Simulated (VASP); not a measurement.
# KI (Pm-3m) in VASP: a series of runs, part 2 of 2

VASP 6.6.1.

## 5. Single point, PBEsol

Input file INCAR:

```
SYSTEM = KI
PREC = Accurate
ENCUT = 520
EDIFF = 1E-7
ISMEAR = -1
SIGMA = 0.1
LREAL = .False.
LASPH = .True.
NELM = 80
ALGO = Normal
ISIF = 2
LWAVE = .False.
LCHARG = .False.
GGA = PS
NBANDS = 15
```

Input file KPOINTS:

```
regular mesh
0
Gamma
  6 6 6
  0 0 0
```

Input file POSCAR:

```
KI
1.0
    4.2911966600      0.0000000000      0.0000000000
    0.0000000000      4.2911966600      0.0000000000
    0.0000000000      0.0000000000      4.2911966600
I K
1 1
Direct
    0.5000000000      0.5000000000      0.5000000000
    0.0000000000      0.0000000000      0.0000000000
```

Potentials or basis: VASP PAW PBE potentials, release 64 (I, K_sv).

The run is started by

```sh
cat potpaw_PBE.64/I/POTCAR potpaw_PBE.64/K_sv/POTCAR > POTCAR
mpirun -np 1 vasp_std > vasp.out
```

OUTCAR:

```text
SYSTEM = KI
   PREC = Accurate
   ENCUT = 520
   EDIFF = 1E-7
   ISMEAR = -1
   LREAL = .False.
   LASPH = .True.
   NELM = 80
   ISIF = 2
   GGA = PS

 ion  position               nearest neighbor table
   1  0.500  0.500  0.500-
   2  0.000  0.000  0.000-

  LATTYP: Found a simple cubic cell.
 ALAT       =     4.2911966600

  Lattice vectors:

 A1 = (   4.2911966600,   0.0000000000,   0.0000000000)
 A2 = (   0.0000000000,   4.2911966600,   0.0000000000)
 A3 = (   0.0000000000,   0.0000000000,   4.2911966600)

Analysis of symmetry for initial positions (statically):
=====================================================================
 Subroutine PRICEL returns:
 Original cell was already a primitive cell.

 Routine SETGRP: Setting up the symmetry group for a
 simple cubic supercell.

 Subroutine GETGRP returns: Found 48 space group operations
 (whereof 48 operations were pure point group operations)
 out of a pool of 48 trial point group operations.

The static configuration has the point symmetry O_h .

Analysis of symmetry for dynamics (positions and initial velocities):
=====================================================================
 Subroutine PRICEL returns:
 Original cell was already a primitive cell.

 Routine SETGRP: Setting up the symmetry group for a
 simple cubic supercell.

 Subroutine GETGRP returns: Found 48 space group operations
 (whereof 48 operations were pure point group operations)
 out of a pool of 48 trial point group operations.

The dynamic configuration has the point symmetry O_h .

 Subroutine INISYM returns: Found 48 space group operations
 (whereof 48 operations are pure point group operations),
 and found     1 'primitive' translations

----------------------------------------------------------------------------------------

                                     Primitive cell

  volume of cell :      79.0197

  direct lattice vectors                    reciprocal lattice vectors
     4.291196660  0.000000000  0.000000000     0.233035230  0.000000000  0.000000000
     0.000000000  4.291196660  0.000000000     0.000000000  0.233035230  0.000000000
     0.000000000  0.000000000  4.291196660     0.000000000  0.000000000  0.233035230

  length of vectors
     4.291196660  4.291196660  4.291196660     0.233035230  0.233035230  0.233035230

  position of ions in fractional coordinates (direct lattice)
     0.500000000  0.500000000  0.500000000
     0.000000000  0.000000000  0.000000000

  ion indices of the primitive-cell ions
   primitive index   ion index
                 1           1
                 2           2

----------------------------------------------------------------------------------------

 KPOINTS: regular mesh

Automatic generation of k-mesh.
 Grid dimensions read from file:
 generate k-points for:    6    6    6

 Generating k-lattice:

  Cartesian coordinates                     Fractional coordinates (reciprocal lattice)
     0.038839205  0.000000000  0.000000000     0.166666667  0.000000000  0.000000000
     0.000000000  0.038839205  0.000000000     0.000000000  0.166666667  0.000000000
     0.000000000  0.000000000  0.038839205     0.000000000  0.000000000  0.166666667

  Length of vectors
     0.038839205  0.038839205  0.038839205

  Shift w.r.t. Gamma in fractional coordinates (k-lattice)
     0.000000000  0.000000000  0.000000000

 Subroutine IBZKPT returns following result:
 ===========================================

 Found     20 irreducible k-points:

 Following reciprocal coordinates:
            Coordinates               Weight
  0.000000  0.000000  0.000000      1.000000
  0.166667  0.000000  0.000000      6.000000
  0.333333  0.000000  0.000000      6.000000
  0.500000  0.000000  0.000000      3.000000
  0.166667  0.166667  0.000000     12.000000
  0.333333  0.166667  0.000000     24.000000
[... 12 lines left out ...]
  0.500000  0.500000  0.333333      6.000000
  0.500000  0.500000  0.500000      1.000000
   k-points           NKPTS =     20   k-points in BZ     NKDIM =     20   number of bands    NBANDS=     15
   number of dos      NEDOS =    301   number of ions     NIONS =      2
   total plane-waves  NPLWV =  32768
   dimension x,y,z NGX =    32 NGY =   32 NGZ =   32
   dimension x,y,z NGXF=    64 NGYF=   64 NGZF=   64
   ions per type =               1   1
   NGX,Y,Z   is equivalent  to a cutoff of  12.40, 12.40, 12.40 a.u.
   NGXF,Y,Z  is equivalent  to a cutoff of  24.79, 24.79, 24.79 a.u.
 SYSTEM =  KI
   PREC   = accura    normal or accurate (medium, high low for compatibility)
   ISTART =      0    job   : 0-new  1-cont  2-samecut
   ICHARG =      2    charge: 1-file 2-atom 10-const
   ISPIN  =      1    spin polarized calculation?
   LNONCOLLINEAR =      F non collinear calculations
   LSORBIT =      F    spin-orbit coupling
   LASPH  =      T    aspherical Exc in radial PAW
   ENCUT  =  520.0 eV  38.22 Ry    6.18 a.u.   7.98  7.98  7.98*2*pi/ulx,y,z
   NELM   =     80;   NELMIN=  2; NELMDL= -5     # of ELM steps
   EDIFF  = 0.1E-06   stopping-criterion for ELM
   LREAL  =      F    real-space projection
   EDIFFG = 0.1E-05   stopping-criterion for IOM
   NSW    =      0    number of steps for IOM
   IBRION =     -1    ionic relax: 0-MD 1-quasi-New 2-CG
   NFREE  =      0    steps in history (QN), initial steepest desc. (CG)
   ISIF   =      2    stress and relaxation
   ISYM   =      2    0-nonsym 1-usesym 2-fastsym
   POTIM  = 0.5000    time-step for ionic-motion
   TEBEG  =    0.0;   TEEND  =   0.0 temperature during run
   PSTRESS=    0.0 pullay stress
   NELECT =      16.0000    total number of electrons
   NUPDOWN=      -1.0000    fix difference up-down
   EMIN   =  10.00;   EMAX   =-10.00  energy-range for DOS
   EFERMI =   0.00;   METHOD = LEGACY
   ISMEAR =    -1;   SIGMA  =   0.10  broadening in eV -4-tet -1-fermi 0-gaus
   EFERMI_NEDOS =   21; number of points for ismear=-14 and -15
   IALGO  =     38    algorithm
   IMIX   =      4    mixing-type and parameters
     AMIX     =   0.40;   BMIX     =  1.00
     AMIX_MAG =   1.60;   BMIX_MAG =  1.00
  volume/ion in A,a.u.               =      39.51       266.63
  Fermi-wavevector in a.u.,A,eV,Ry     =   0.961324  1.816639 12.573738  0.924144
  Thomas-Fermi vector in A             =   2.090686
   LORBIT       =      0    0 simple, 1 ext, 2 COOP (PROOUT), +10 PAW based schemes
   GGA     = PS    functional components
   LHFCALC =     F    Hartree Fock is set to
   AEXX    =    0.0000 exact exchange contribution
   IVDW    =     0    specifies the selected vdW correction
   LEPSILON=     F    determine dielectric tensor
   LRPA    =     F    only Hartree local field effects (RPA)
 non-spin polarized calculation
  energy-cutoff  :      520.00
  volume of cell :       79.02
 maximum number of plane-waves:      2176
 NGX is ok and might be reduce to    32
   NGX = 15   NGY = 15   NGZ = 15

 number of electron      16.0000003 magnetization

 Free energy of the ion-electron system (eV)
  ---------------------------------------------------
  ext. energy  EPLUGINS =         0.00000000
  ---------------------------------------------------
  free energy    TOTEN  =        -5.72232080 eV

  energy without entropy =       -5.72232078  energy(sigma->0) =       -5.72232079

 E-fermi :   2.5142     XC(G=0):  -7.8736

 val. band max:        0.7828718308   @ k =   0.5000   0.5000   0.0000
 cond. band min:       3.9657963658   @ k =   0.0000   0.0000   0.0000
 fundamental gap:      3.1829245350
 Fermi energy:         2.5142263097

 k-point     1 :       0.0000    0.0000    0.0000
  band No.  band energies     occupation
      1     -28.4015      2.00000
      2     -11.9179      2.00000
      3     -11.9179      2.00000
      4     -11.9179      2.00000
      5     -10.4167      2.00000
      6       0.4158      2.00000
      7       0.4158      2.00000
      8       0.4158      2.00000
      9       3.9658      0.00000
     10       5.4496      0.00000
     11       5.4496      0.00000
     12       9.1742      0.00000
     13       9.1742      0.00000
     14       9.1742      0.00000
[... 329 lines left out ...]
      2     -11.9850      2.00000
      3     -11.9850      2.00000
      4     -11.9850      2.00000
      5      -9.8937      2.00000
      6      -0.8999      2.00000
      7      -0.8999      2.00000
      8      -0.8999      2.00000
      9       6.2989      0.00000
     10       6.2989      0.00000
     11       6.2989      0.00000
     12       9.6087      0.00000
     13       9.6087      0.00000
     14       9.6087      0.00000
     15       9.8804      0.00000

------------------------ aborting loop because EDIFF is reached ----------------------------------------

  FORCE on cell =-STRESS in cart. coord.  units (eV):
  Direction    XX          YY          ZZ          XY          YZ          ZX
  --------------------------------------------------------------------------------------
  -------------------------------------------------------------------------------------
  Total       -0.2758547     -0.2758547     -0.2758547     -0.0000000      0.0000000      0.0000000
  in kB       -5.5931395     -5.5931395     -5.5931395     -0.0000000      0.0000000      0.0000000
  external PRESSURE =      -5.5931395 kB  Pullay stress =       0.0000000 kB

 VOLUME and BASIS-vectors are now :
 -----------------------------------------------------------------------------
  energy-cutoff  :      520.00
  volume of cell :       79.02
      direct lattice vectors                 reciprocal lattice vectors
     4.291196660  0.000000000  0.000000000     0.233035230  0.000000000  0.000000000
     0.000000000  4.291196660  0.000000000     0.000000000  0.233035230  0.000000000
     0.000000000  0.000000000  4.291196660     0.000000000  0.000000000  0.233035230

 POSITION                                       TOTAL-FORCE (eV/Angst)
 -----------------------------------------------------------------------------------
      2.14560      2.14560      2.14560         0.000000      0.000000      0.000000
      0.00000      0.00000      0.00000         0.000000      0.000000      0.000000
 -----------------------------------------------------------------------------------
    total drift:                                0.000000      0.000000     -0.000000

  FREE ENERGIE OF THE ION-ELECTRON SYSTEM (eV)
  ---------------------------------------------------
  free  energy   TOTEN  =        -5.7223208009 eV

  energy  without entropy=       -5.7223207844  energy(sigma->0) =       -5.72232079
```

OSZICAR:

```text
N       E                     dE             d eps       ncg     rms          rms(c)
DAV:   1     0.845018674546E+02    0.84502E+02   -0.65270E+03   600   0.917E+02
DAV:   2    -0.752295646219E+00   -0.85254E+02   -0.79426E+02   790   0.211E+02
DAV:   3    -0.565556559379E+01   -0.49033E+01   -0.48839E+01   884   0.437E+01
DAV:   4    -0.583014415494E+01   -0.17458E+00   -0.17456E+00   857   0.747E+00
DAV:   5    -0.583246891026E+01   -0.23248E-02   -0.23247E-02   912   0.862E-01    0.257E+00
DAV:   6    -0.574151275003E+01    0.90956E-01   -0.61428E-02   740   0.195E+00    0.189E+00
DAV:   7    -0.572049655254E+01    0.21016E-01   -0.79753E-02   782   0.175E+00    0.781E-01
DAV:   8    -0.572220582152E+01   -0.17093E-02   -0.12727E-02   673   0.829E-01    0.189E-01
DAV:   9    -0.572228183619E+01   -0.76015E-04   -0.62522E-04   853   0.165E-01    0.713E-02
DAV:  10    -0.572231625488E+01   -0.34419E-04   -0.15830E-04   718   0.917E-02    0.171E-02
DAV:  11    -0.572231982719E+01   -0.35723E-05   -0.94333E-06   805   0.188E-02    0.131E-02
DAV:  12    -0.572232029777E+01   -0.47058E-06   -0.17663E-06   712   0.826E-03    0.746E-03
DAV:  13    -0.572232086146E+01   -0.56369E-06   -0.17664E-07   711   0.360E-03    0.318E-03
DAV:  14    -0.572232080092E+01    0.60533E-07   -0.45772E-08   573   0.130E-03
   1 F= -.57223208E+01 E0= -.57223208E+01  d E =-.165413E-07
```

stdout:

```text
POSCAR found type information on POSCAR I K
 POSCAR found :  2 types and       2 ions
 scaLAPACK will be used
 -----------------------------------------------------------------------------
|                                                                             |
|                                                                             |
|     You enforced a specific xc type in the INCAR file but a different       |
|     I HOPE YOU KNOW WHAT YOU ARE DOING!                                     |
|                                                                             |
 -----------------------------------------------------------------------------

 LDA part: xc-table for (Slater+PW92), standard interpolation
 POSCAR, INCAR and KPOINTS ok, starting setup
 FFT: planning ... GRIDC
 FFT: planning ... GRID_SOFT
 FFT: planning ... GRID
 WAVECAR not read
 entering main loop
```

It took 30 s on 1 thread of Intel Xeon 6975P-C, shared host; peak memory 0.18 GiB.

Results:

| Quantity | Value |
| --- | --- |
| Free energy | -5.7223 eV |
| Pressure | -0.6 GPa |
| Band gap on the k mesh | 3.18 eV, indirect (least direct gap 3.55 eV) |

Levels at points of the mesh, in eV from the valence-band top:
```tsv
k point	band 5	band 6	band 7	band 8	band 9	band 10	band 11	band 12
(0.00, 0.00, 0.00)	-11.20	-0.37	-0.37	-0.37	3.18	4.67	4.67	8.39
(0.50, 0.00, 0.00)	-10.88	-2.33	-0.29	-0.29	5.34	6.10	6.96	6.96
(0.50, 0.50, 0.00)	-10.85	-1.74	-1.74	0.00	3.81	5.60	6.75	6.75
(0.50, 0.50, 0.50)	-10.68	-1.68	-1.68	-1.68	5.52	5.52	5.52	8.83
```

Caveat: the PAW data sets were made with another functional, which shifts forces and pressure a little; spin-orbit coupling is left out, which moves the levels of the heavy elements.

## 6. Summary

```csv
level,k mesh,smearing,grid for exact exchange (PRECFOCK),share of exact exchange,screening parameter,gap on the mesh (eV),pressure (GPa)
PBE-based screened hybrid,3 × 3 × 3,fermi-dirac 0.05 eV,Normal,0.5,0.2 1/Å,5.53,0.2
PBE,6 × 6 × 6,gaussian 0.05 eV,-,-,-,3.33,0.5
PBE+D4,6 × 6 × 6,fermi-dirac 0.05 eV,-,-,-,3.33,-0.2
PBEsol,6 × 6 × 6,fermi-dirac 0.1 eV,-,-,-,3.18,-0.6
```

Alike in all rows: task single point; potentials or basis VASP PAW PBE potentials, release 64 (I, K_sv); no spin polarisation; cell as given; cutoff (eV) 520.

Caveats: some runs use coarse meshes; spin-orbit coupling is left out, which moves the levels of the heavy elements; the PAW data sets were made with another functional, which shifts forces and pressure a little (some runs).

Absolute energies hang on the potentials; compare differences alone.
